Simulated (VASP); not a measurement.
# ZnCd2Se3 (P-4m2) in VASP: notebook, part 2 of 2

VASP 6.6.1.

### 3 Single point, PBE

This run uses another cell than the first one, of 28.39 Å³/atom.

INCAR

```
ALGO = Normal
EDIFF = 1E-6
ENCUT = 520
GGA = PE
ISIF = 2
ISMEAR = 0
LASPH = T
LCHARG = F
LREAL = F
LWAVE = F
NBANDS = 36
NELM = 80
PREC = Accurate
SIGMA = 0.1
```

KPOINTS

```
k-points
0
Gamma
  10 10 4
```

POSCAR

```
ZnCd2Se3
1.0
    3.8045576009      0.0000000000      0.0000000000
    0.0000000000      3.8045576009      0.0000000000
    0.0000000000      0.0000000000     11.7671955013
Zn Cd Se
1 2 3
Direct
    0.0000000000      0.0000000000      0.0000000000
    0.0000000000      0.5000000000      0.5947223570
    0.5000000000      0.0000000000      0.4052776430
    0.0000000000      0.5000000000      0.3543521722
    0.5000000000      0.0000000000      0.6456478278
    0.5000000000      0.5000000000      0.0000000000
```

Potentials or basis: VASP PAW PBE potentials, release 64 (Zn, Cd, Se).

Command:

```bash
$ cat potpaw_PBE.64/Zn/POTCAR potpaw_PBE.64/Cd/POTCAR potpaw_PBE.64/Se/POTCAR > POTCAR
$ mpirun -np 1 vasp_std > vasp.out
```

OUTCAR:

```text
EDIFF = 1E-6
   ENCUT = 520
   GGA = PE
   ISIF = 2
   ISMEAR = 0
   LASPH = T
   LREAL = F
   NELM = 80
   PREC = Accurate

 ion  position               nearest neighbor table
   1  0.000  0.000  0.000-   6 2.69   6 2.69   6 2.69   6 2.69
   2  0.000  0.500  0.595-   5 2.76   5 2.76   5 2.76   5 2.76   4 2.83   3 3.49   3 3.49   3 3.49
                             3 3.49
   3  0.500  0.000  0.405-   4 2.76   4 2.76   4 2.76   4 2.76   5 2.83   2 3.49   2 3.49   2 3.49
                             2 3.49
   4  0.000  0.500  0.354-   3 2.76   3 2.76   3 2.76   3 2.76   2 2.83
[... 1146 lines left out ...]
  Total        0.3267808      0.3267808      0.1543919      0.0000000      0.0000000      0.0000000
  in kB        3.0738722      3.0738722      1.4522915      0.0000000      0.0000000      0.0000000
  external PRESSURE =       2.5333453 kB  Pullay stress =       0.0000000 kB

 VOLUME and BASIS-vectors are now :
 -----------------------------------------------------------------------------
  energy-cutoff  :      520.00
  volume of cell :      170.33
      direct lattice vectors                 reciprocal lattice vectors
     3.804557601  0.000000000  0.000000000     0.262842650  0.000000000  0.000000000
     0.000000000  3.804557601  0.000000000     0.000000000  0.262842650  0.000000000
     0.000000000  0.000000000 11.767195501     0.000000000  0.000000000  0.084982016

 POSITION                                       TOTAL-FORCE (eV/Angst)
 -----------------------------------------------------------------------------------
      0.00000      0.00000      0.00000        -0.000000      0.000000      0.000000
      0.00000      1.90228      6.99821         0.000000     -0.000000      0.003131
      1.90228      0.00000      4.76898         0.000000      0.000000     -0.003131
      0.00000      1.90228      4.16973         0.000000     -0.000000     -0.040463
      1.90228      0.00000      7.59746         0.000000     -0.000000      0.040463
      1.90228      1.90228      0.00000         0.000000      0.000000      0.000000
 -----------------------------------------------------------------------------------
    total drift:                               -0.000000      0.000000      0.000000

  FREE ENERGIE OF THE ION-ELECTRON SYSTEM (eV)
  ---------------------------------------------------
  free  energy   TOTEN  =       -14.7999809264 eV

  energy  without entropy=      -14.7937000135  energy(sigma->0) =      -14.79684047
```

OSZICAR:

```text
N       E                     dE             d eps       ncg     rms          rms(c)
DAV:   1     0.406271542380E+03    0.40627E+03   -0.24857E+04  4536   0.145E+03
DAV:   2     0.200034517463E+02   -0.38627E+03   -0.37124E+03  4748   0.352E+02
DAV:   3    -0.154164698197E+02   -0.35420E+02   -0.34823E+02  5208   0.107E+02
DAV:   4    -0.162477860908E+02   -0.83132E+00   -0.82692E+00  5196   0.156E+01
DAV:   5    -0.162554549911E+02   -0.76689E-02   -0.76667E-02  5252   0.145E+00    0.944E+00
DAV:   6    -0.148625220439E+02    0.13929E+01   -0.27861E+00  5936   0.179E+01    0.773E+00
DAV:   7    -0.148079524849E+02    0.54570E-01   -0.98347E-01  5012   0.487E+00    0.350E+00
DAV:   8    -0.147995363540E+02    0.84161E-02   -0.63002E-02  5048   0.195E+00    0.377E-01
DAV:   9    -0.147992446756E+02    0.29168E-03   -0.58256E-03  5240   0.695E-01    0.172E-01
DAV:  10    -0.147997288814E+02   -0.48421E-03   -0.96957E-04  5016   0.166E-01    0.853E-02
DAV:  11    -0.147999675615E+02   -0.23868E-03   -0.23748E-04  4876   0.989E-02    0.151E-02
DAV:  12    -0.147999769537E+02   -0.93922E-05   -0.33137E-05  5272   0.519E-02    0.722E-03
DAV:  13    -0.147999797255E+02   -0.27718E-05   -0.71346E-06  4676   0.178E-02    0.300E-03
DAV:  14    -0.147999808439E+02   -0.11184E-05   -0.17995E-06  3912   0.831E-03    0.106E-03
DAV:  15    -0.147999809264E+02   -0.82530E-07   -0.14680E-07  3024   0.200E-03
   1 F= -.14799981E+02 E0= -.14796840E+02  d E =-.628091E-02
```

It took 9.1 min on 1 thread of Intel Xeon 8259CL, shared host; peak memory 0.5 GiB.

Results:

```
Free energy            : -14.8000 eV
Pressure               : 0.3 GPa
Largest force          : 0.040 eV/Å
Band gap on the k mesh : zero (bands 27 and 28 overlap by 0.62 eV)
```

Forces in eV/Å, atoms in the order of the input:
```
Zn   0.000  0.000  0.000
Cd   0.000  0.000  0.003
Cd   0.000  0.000 -0.003
Se   0.000  0.000 -0.040
Se   0.000  0.000  0.040
Se   0.000  0.000  0.000
```

Levels at points of the mesh, in eV from the Fermi level:
```tsv
k point	band 25	band 26	band 27	band 28	band 29	band 30
(0.00, 0.00, 0.00)	-0.92	-0.92	-0.82	-0.16	0.52	0.83
(0.50, 0.00, 0.00)	0.00	0.01	0.41	2.53	3.24	3.99
(0.50, 0.50, 0.00)	-2.25	-2.25	-1.05	-0.16	0.31	0.31
(0.00, 0.00, 0.50)	-1.09	-0.92	-0.92	0.01	0.52	0.89
(0.50, 0.00, 0.50)	0.00	0.01	0.41	3.05	3.06	3.27
(0.50, 0.50, 0.50)	-2.24	-2.24	-1.05	-0.17	0.29	0.29
```

Caveat: semilocal functionals underestimate gaps, so a narrow gap can read as zero.
